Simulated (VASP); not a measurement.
# Hg (Pm-3m) in VASP: vibrations by perturbation theory with PBE

Aim: the vibrations by perturbation theory of Hg with PBE.

Program: VASP 6.6.1. These are calculated values, not measurements. Logs are shortened: lines on timing, memory, paths and dates and some standing lists are left out, and cuts for length are marked.

**1. The cell of the first run**

The structure is cubic, space group Pm-3m (No. 221). Conventional cell: a = 4.707 Å, b = 4.707 Å, c = 4.707 Å, α = 90.00°, β = 90.00°, γ = 90.00°. Within 4.4 Å of Hg (site symmetry 4/mmm) lie 8 Hg at 3.33 Å.

**2. Vibrations by perturbation theory, PBE**

INCAR reads:

```
SYSTEM = Hg
ALGO = Fast
EDIFF = 1E-8
ENCUT = 520
GGA = PE
IBRION = 8
ISIF = 2
ISMEAR = -1
LASPH = .True.
LCHARG = .True.
LREAL = .False.
LWAVE = .False.
NBANDS = 25
NELM = 60
NSW = 1
PREC = Accurate
SIGMA = 0.15
```

KPOINTS reads:

```
k-points
0
Gamma
  10 10 10
  0 0 0
```

POSCAR reads:

```
Hg
1.0
    4.7068859000      0.0000000000      0.0000000000
    0.0000000000      4.7068859000      0.0000000000
    0.0000000000      0.0000000000      4.7068859000
Hg
3
Direct
    0.5000000000      0.0000000000      0.0000000000
    0.0000000000      0.5000000000      0.0000000000
    0.0000000000      0.0000000000      0.5000000000
```

Potentials or basis: VASP PAW PBE potentials, release 64 (Hg).

The run is started by

```sh
cat potpaw_PBE.64/Hg/POTCAR > POTCAR
mpirun -np 1 vasp_std > vasp.out
```

OUTCAR:

```text
SYSTEM = Hg
   EDIFF = 1E-8
   ENCUT = 520
   GGA = PE
   IBRION = 8
   ISIF = 2
   ISMEAR = -1
   LASPH = .True.
   LREAL = .False.
   NELM = 60
   NSW = 1
   PREC = Accurate

 ion  position               nearest neighbor table
   1  0.500  0.000  0.000-   2 3.33   3 3.33   3 3.33   2 3.33   2 3.33   3 3.33   3 3.33   2 3.33

   2  0.000  0.500  0.000-   1 3.33   3 3.33   3 3.33   1 3.33   3 3.33   3 3.33   1 3.33   1 3.33

   3  0.000  0.000  0.500-   1 3.33   2 3.33   1 3.33   2 3.33   2 3.33   2 3.33   1 3.33   1 3.33

  LATTYP: Found a simple cubic cell.
 ALAT       =     4.7068859000

  Lattice vectors:

 A1 = (   4.7068859000,   0.0000000000,   0.0000000000)
 A2 = (   0.0000000000,   4.7068859000,   0.0000000000)
 A3 = (   0.0000000000,   0.0000000000,   4.7068859000)

Analysis of symmetry for initial positions (statically):
=====================================================================
 Subroutine PRICEL returns:
 Original cell was already a primitive cell.

 Routine SETGRP: Setting up the symmetry group for a
 simple cubic supercell.

 Subroutine GETGRP returns: Found 48 space group operations
 (whereof 48 operations were pure point group operations)
 out of a pool of 48 trial point group operations.

The static configuration has the point symmetry O_h .

Analysis of symmetry for dynamics (positions and initial velocities):
=====================================================================
 Subroutine PRICEL returns:
 Original cell was already a primitive cell.

 Routine SETGRP: Setting up the symmetry group for a
 simple cubic supercell.

 Subroutine GETGRP returns: Found 48 space group operations
 (whereof 48 operations were pure point group operations)
 out of a pool of 48 trial point group operations.

The dynamic configuration has the point symmetry O_h .

 Subroutine INISYM returns: Found 48 space group operations
 (whereof 48 operations are pure point group operations),
 and found     1 'primitive' translations

----------------------------------------------------------------------------------------

                                     Primitive cell

  volume of cell :     104.2800

  direct lattice vectors                    reciprocal lattice vectors
     4.706885900  0.000000000  0.000000000     0.212454693  0.000000000  0.000000000
     0.000000000  4.706885900  0.000000000     0.000000000  0.212454693  0.000000000
     0.000000000  0.000000000  4.706885900     0.000000000  0.000000000  0.212454693

  length of vectors
     4.706885900  4.706885900  4.706885900     0.212454693  0.212454693  0.212454693

  position of ions in fractional coordinates (direct lattice)
     0.500000000  0.000000000  0.000000000
     0.000000000  0.500000000  0.000000000
     0.000000000  0.000000000  0.500000000

  ion indices of the primitive-cell ions
   primitive index   ion index
                 1           1
                 2           2
                 3           3

----------------------------------------------------------------------------------------

 KPOINTS: k-points

Automatic generation of k-mesh.
 Grid dimensions read from file:
 generate k-points for:   10   10   10

 Generating k-lattice:

  Cartesian coordinates                     Fractional coordinates (reciprocal lattice)
     0.021245469  0.000000000  0.000000000     0.100000000  0.000000000  0.000000000
     0.000000000  0.021245469  0.000000000     0.000000000  0.100000000  0.000000000
     0.000000000  0.000000000  0.021245469     0.000000000  0.000000000  0.100000000

  Length of vectors
     0.021245469  0.021245469  0.021245469

  Shift w.r.t. Gamma in fractional coordinates (k-lattice)
     0.000000000  0.000000000  0.000000000

 Subroutine IBZKPT returns following result:
 ===========================================

 Found     56 irreducible k-points:

 Following reciprocal coordinates:
[... 40 lines left out ...]
   LSORBIT =      F    spin-orbit coupling
   LASPH  =      T    aspherical Exc in radial PAW
   ENCUT  =  520.0 eV  38.22 Ry    6.18 a.u.   8.75  8.75  8.75*2*pi/ulx,y,z
   NELM   =     60;   NELMIN=  2; NELMDL= -5     # of ELM steps
   EDIFF  = 0.1E-07   stopping-criterion for ELM
   LREAL  =      F    real-space projection
   EDIFFG = 0.1E-06   stopping-criterion for IOM
   NSW    =      1    number of steps for IOM
   IBRION =      8    ionic relax: 0-MD 1-quasi-New 2-CG
   NFREE  =      0    steps in history (QN), initial steepest desc. (CG)
   ISIF   =      2    stress and relaxation
   ISYM   =      2    0-nonsym 1-usesym 2-fastsym
   POTIM  = 0.5000    time-step for ionic-motion
   TEBEG  =    0.0;   TEEND  =   0.0 temperature during run
   PSTRESS=    0.0 pullay stress
   NELECT =      36.0000    total number of electrons
   NUPDOWN=      -1.0000    fix difference up-down
   EMIN   =  10.00;   EMAX   =-10.00  energy-range for DOS
   EFERMI =   0.00;   METHOD = LEGACY
   ISMEAR =    -1;   SIGMA  =   0.15  broadening in eV -4-tet -1-fermi 0-gaus
   EFERMI_NEDOS =   21; number of points for ismear=-14 and -15
   IALGO  =     68    algorithm
   IMIX   =      4    mixing-type and parameters
     AMIX     =   0.40;   BMIX     =  1.00
     AMIX_MAG =   1.60;   BMIX_MAG =  1.00
  volume/ion in A,a.u.               =      34.76       234.57
  Fermi-wavevector in a.u.,A,eV,Ry     =   1.148441  2.170239 17.944949  1.318917
  Thomas-Fermi vector in A             =   2.285116
   LORBIT       =      0    0 simple, 1 ext, 2 COOP (PROOUT), +10 PAW based schemes
   GGA     = PE    functional components
   LHFCALC =     F    Hartree Fock is set to
   AEXX    =    0.0000 exact exchange contribution
   IVDW    =     0    specifies the selected vdW correction
   LEPSILON=     F    determine dielectric tensor
   LRPA    =     F    only Hartree local field effects (RPA)
 non-spin polarized calculation
 RMM-DIIS sequential band-by-band and
  energy-cutoff  :      520.00
  volume of cell :      104.28
 maximum number of plane-waves:      2836
 NGX is ok and might be reduce to    36
   NGX = 17   NGY = 17   NGZ = 17

--------------------------------------- Ionic step        1  -------------------------------------------

 number of electron      35.9999995 magnetization

 Free energy of the ion-electron system (eV)
  ---------------------------------------------------
  ext. energy  EPLUGINS =         0.00000000
  ---------------------------------------------------
  free energy    TOTEN  =        -0.48644397 eV

  energy without entropy =       -0.44323980  energy(sigma->0) =       -0.46484188

 E-fermi :   0.5065     XC(G=0):  -8.6183

 val. band max:        0.3958733352   @ k =   0.5000   0.1000   0.0000
 cond. band min:       0.6050569497   @ k =   0.5000   0.5000   0.0000
 fundamental gap:      0.2091836145
 Fermi energy:         0.5065434158

 k-point     1 :       0.0000    0.0000    0.0000
  band No.  band energies     occupation
      1      -7.0126      2.00000
      2      -6.5279      2.00000
      3      -6.5279      2.00000
      4      -6.5279      2.00000
      5      -6.2752      2.00000
      6      -6.2752      2.00000
[... 661 lines left out ...]
     24       7.6434      0.00000
     25       7.8082      0.00000

 [... further k-points ...]

------------------------ aborting loop because EDIFF is reached ----------------------------------------

  FORCE on cell =-STRESS in cart. coord.  units (eV):
  Direction    XX          YY          ZZ          XY          YZ          ZX
  --------------------------------------------------------------------------------------
  -------------------------------------------------------------------------------------
  Total        0.0493014      0.0493014      0.0493014      0.0000000      0.0000000      0.0000000
  in kB        0.7574760      0.7574760      0.7574760      0.0000000      0.0000000      0.0000000
  external PRESSURE =       0.7574760 kB  Pullay stress =       0.0000000 kB

 VOLUME and BASIS-vectors are now :
 -----------------------------------------------------------------------------
  energy-cutoff  :      520.00
  volume of cell :      104.28
      direct lattice vectors                 reciprocal lattice vectors
     4.706885900  0.000000000  0.000000000     0.212454693  0.000000000  0.000000000
     0.000000000  4.706885900  0.000000000     0.000000000  0.212454693  0.000000000
     0.000000000  0.000000000  4.706885900     0.000000000  0.000000000  0.212454693

 POSITION                                       TOTAL-FORCE (eV/Angst)
 -----------------------------------------------------------------------------------
      2.35344      0.00000      0.00000         0.000000      0.000000      0.000000
      0.00000      2.35344      0.00000         0.000000      0.000000      0.000000
      0.00000      0.00000      2.35344         0.000000      0.000000      0.000000
 -----------------------------------------------------------------------------------
    total drift:                                0.000000      0.000000     -0.000000

  FREE ENERGIE OF THE ION-ELECTRON SYSTEM (eV)
  ---------------------------------------------------
  free  energy   TOTEN  =        -0.4864439668 eV

  energy  without entropy=       -0.4432397952  energy(sigma->0) =       -0.46484188

[... ionic steps 2 to 3 ...]

--------------------------------------- Ionic step        4  -------------------------------------------

------------------------ aborting loop because EDIFF is reached ----------------------------------------

--------------------------------------- Ionic step        5  -------------------------------------------

 Free energy of the ion-electron system (eV)
  ---------------------------------------------------
  ---------------------------------------------------
  free energy    TOTEN  =        -0.38246961 eV

  energy without entropy =       -0.38246961

------------------------ aborting loop because EDIFF is reached ----------------------------------------

 INTERNAL STRAIN TENSOR  FOR ION    1  DIRECTION 2   (eV/Angst):
 -----------------------------------------------------------------------------
    -0.00025  0.00000  0.00000
     0.00000 -0.00988  0.00000
     0.00000  0.00000  0.00122

 INTERNAL STRAIN TENSOR FOR ION    3 for displacements in x,y,z  (eV/Angst):
          X           Y           Z          XY          YZ          ZX
  --------------------------------------------------------------------------------
  x     0.00000     0.00000     0.00000     0.00000     0.00000     0.00000
  y     0.00000     0.00000     0.00000     0.00000     0.00000     0.00000
  z     0.00000     0.00000     0.00000     0.00000     0.00000     0.00000

 SECOND DERIVATIVES (NOT SYMMETRIZED)
 ------------------------------------
               1X          1Y          1Z          2X          2Y          2Z          3X          3Y          3Z
  1X    -1.356145    0.000000    0.000000    0.678073    0.000000   -0.000000    0.678073   -0.000000   -0.000000
  1Y     0.000000   -0.499062    0.000000    0.000000    0.677997    0.000000    0.000000   -0.178934    0.000000
  1Z     0.000000    0.000000   -0.499062    0.000000    0.000000   -0.178934    0.000000    0.000000    0.677997
  2X     0.677997    0.000000    0.000000   -0.499062    0.000000    0.000000   -0.178934    0.000000    0.000000
  2Y     0.000000    0.678073   -0.000000    0.000000   -1.356145   -0.000000   -0.000000    0.678073   -0.000000
  2Z     0.000000    0.000000   -0.178934    0.000000    0.000000   -0.499062    0.000000    0.000000    0.677997
  3X     0.677997    0.000000    0.000000   -0.178934    0.000000    0.000000   -0.499062    0.000000    0.000000
  3Y     0.000000   -0.178934    0.000000    0.000000    0.677997    0.000000    0.000000   -0.499062    0.000000
  3Z    -0.000000    0.000000    0.678073    0.000000   -0.000000    0.678073   -0.000000    0.000000   -1.356145

 Eigenvectors and eigenvalues of the dynamical matrix
 ----------------------------------------------------

   1 f  =    1.574297 THz     9.891600 2PiTHz   52.512896 cm-1     6.510766 meV
             X         Y         Z           dx          dy          dz
      2.353443  0.000000  0.000000     0.000000   -0.408233   -0.000000
      0.000000  2.353443  0.000000    -0.000000    0.816512    0.000000
      0.000000  0.000000  2.353443    -0.000000   -0.408233    0.000000
[... 43 lines left out ...]
   9 f/i=    0.000042 THz     0.000261 2PiTHz    0.001387 cm-1     0.000172 meV
             X         Y         Z           dx          dy          dz
      2.353443  0.000000  0.000000    -0.575216   -0.049354   -0.000000
      0.000000  2.353443  0.000000    -0.575248   -0.049351    0.000000
      0.000000  0.000000  2.353443    -0.575248   -0.049354    0.000000

--------------------------------------------------------------------------------------------------------

 ELASTIC MODULI CONTR FROM IONIC RELAXATION (kBar)
 Direction    XX          YY          ZZ          XY          YZ          ZX
 --------------------------------------------------------------------------------
 XX           0.0000      0.0000      0.0000      0.0000      0.0000      0.0000
 YY           0.0000      0.0000      0.0000      0.0000      0.0000      0.0000
 ZZ           0.0000      0.0000      0.0000      0.0000      0.0000      0.0000
 XY           0.0000      0.0000      0.0000      0.0000      0.0000      0.0000
 YZ           0.0000      0.0000      0.0000      0.0000      0.0000      0.0000
 ZX           0.0000      0.0000      0.0000      0.0000      0.0000      0.0000
 --------------------------------------------------------------------------------
```

Wall time 26 min (1 thread of Intel Xeon 8259CL, shared host); peak memory 1 GiB.

Results:

| Quantity | Value |
| --- | --- |
| Highest phonon frequency at Γ | 53 cm⁻¹ |

Phonon frequencies in cm⁻¹ (negative: imaginary):
```csv
q point,frequencies
"(0.000, 0.000, 0.000)",0 0 0 21 21 21 53 53 53
```

Caveat: spin-orbit coupling is left out, which moves the levels of the heavy elements.
